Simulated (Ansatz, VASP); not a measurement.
# Sb in VASP and in Ansatz

```
CELL_PARAMETERS angstrom
3.36875 0.00000 0.00000
-1.68438 2.91742 0.00000
0.00000 0.00000 5.57836
ATOMIC_POSITIONS crystal
Sb 0.33333 0.66667 0.25000
Sb 0.66667 0.33333 0.75000
```

Alike in both runs: task single point; functional PBE; k mesh 12 × 12 × 7; occupations fermi-dirac, width 0.1 eV; no spin polarisation.

|  | VASP | Ansatz |
| --- | --- | --- |
| version | VASP 6.6.1 | Ansatz 0.2.0 |
| potentials or method | VASP PAW PBE potentials, release 64 (Sb), cutoff 520 eV | plane waves (420 eV) with PAW, scalar-relativistic |
| valence electrons in the cell | 10 | 30 |

|  | VASP | Ansatz | Ansatz less VASP |
| --- | --- | --- | --- |
| pressure (GPa) | 0.0 | 0.2 | +0.14 |
| traceless stress, the component that is largest in VASP (GPa) | -0.25 | -0.24 | +0.010 |

The functional is the same, so the differences come from potentials, cutoffs and numerics. VASP's potentials hold 10 valence electrons a cell and Ansatz's 30, so a difference there can come from the potentials and not from the codes.

Neither program's run includes spin-orbit coupling.
